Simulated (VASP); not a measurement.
## As3Se: relaxation of cell and atoms with PBE

Crystal: As3Se.

```
As Se
1.0
     5.26041    0.00000    0.00000
    -2.63020    4.55565    0.00000
     0.00000    0.00000    9.29987
As Se
6 2
Direct
  0.00000 0.00000 0.25000
  0.00000 0.00000 0.75000
  0.33333 0.66667 0.58300
  0.66667 0.33333 0.08300
  0.33333 0.66667 0.91700
  0.66667 0.33333 0.41700
  0.33333 0.66667 0.25000
  0.66667 0.33333 0.75000
```

The cell was generated, and may not be a known phase.

```json
{
  "Program": "VASP 6.6.1",
  "Task": "relaxation of cell and atoms",
  "Functional": "PBE",
  "Potentials or basis": "VASP PAW PBE potentials, release 64 (As, Se)",
  "Cutoff": "600 eV",
  "k mesh": "4 × 4 × 2",
  "Occupations": "gaussian, width 0.2 eV",
  "Spin": "no spin polarisation",
  "Dipole correction": "no",
  "Further INCAR settings": "ALGO = Normal; EDIFF = 1e-06; IBRION = 2; EDIFFG = -0.08; NSW = 36; ISIF = 3"
}
```

| Property | Result |
| --- | --- |
| Relaxed volume | 20.93 Å³/atom |
| Relaxed cell | a = 4.843 Å, b = 4.843 Å, c = 8.243 Å, α = 90.00°, β = 90.00°, γ = 120.00° |
| Space group after relaxing (to 0.1 Å) | P6_3/mmc (No. 194) |
| Energy gained by relaxing | 312.1 meV/atom |
| Ionic steps | 9 |
| Pressure after relaxing | 0.2 GPa |
| Largest force after relaxing | 0.075 eV/Å |
| Band gap on the k mesh | zero (bands 21 and 22 overlap by 1.76 eV) |

Forces in eV/Å, atoms in the order of the input:
```
As   0.000  0.000  0.000
As   0.000  0.000  0.000
As   0.000  0.000  0.075
As   0.000  0.000  0.075
As   0.000  0.000 -0.075
As   0.000  0.000 -0.075
Se   0.000  0.000  0.000
Se   0.000  0.000  0.000
```

Stress tensor (GPa, compression positive):
```
0.35 0.00 0.00
0.00 0.35 0.00
0.00 0.00 0.03
```

Step by step:
```csv
step,energy change (eV),largest force (eV/Å),pressure (GPa),volume (Å³)
1,0.0000,0.1940,-10.50,222.87
2,-2.3069,0.2489,-0.20,168.99
3,-2.3071,0.2553,-0.05,168.62
4,-2.3231,0.3154,-0.08,168.34
5,-2.3868,0.3655,-0.03,167.49
6,-2.4841,0.1014,0.74,165.76
7,-2.4854,0.0789,1.27,165.10
8,-2.4882,0.0101,1.00,165.41
9,-2.4968,0.0754,0.24,167.46
```

Final structure:
```
As Se
1.0
     4.84323    0.00000    0.00000
    -2.42161    4.19436    0.00000
     0.00000    0.00000    8.24343
As Se
6 2
Direct
  0.00000 0.00000 0.25000
  0.00000 0.00000 0.75000
  0.33333 0.66667 0.56585
  0.66667 0.33333 0.06585
  0.33333 0.66667 0.93415
  0.66667 0.33333 0.43415
  0.33333 0.66667 0.25000
  0.66667 0.33333 0.75000
```

Levels at points of the mesh, in eV from the Fermi level:
```tsv
k point	band 18	band 19	band 20	band 21	band 22	band 23	band 24	band 25
(0.00, 0.00, 0.00)	-2.33	-2.26	-2.26	-1.94	-0.99	-0.51	0.51	0.51
(0.50, 0.00, 0.00)	-0.80	-0.25	-0.23	0.29	0.49	1.07	1.74	1.79
(0.00, 0.00, 0.50)	-3.11	-0.52	-0.52	-0.30	-0.30	-0.30	-0.30	0.68
(0.50, 0.00, 0.50)	-1.44	-0.36	-0.36	0.77	0.77	1.37	1.37	1.70
```

It took 11 min on 1 thread of Intel Xeon 8259CL, with other jobs on the host, peak memory 0.42 GiB.

Caveat: the volume moved by over 15 % at a fixed basis, so the end points are rough; the relaxation stopped at a loose force limit of 0.08 eV/Å, so its end isn't a converged minimum.
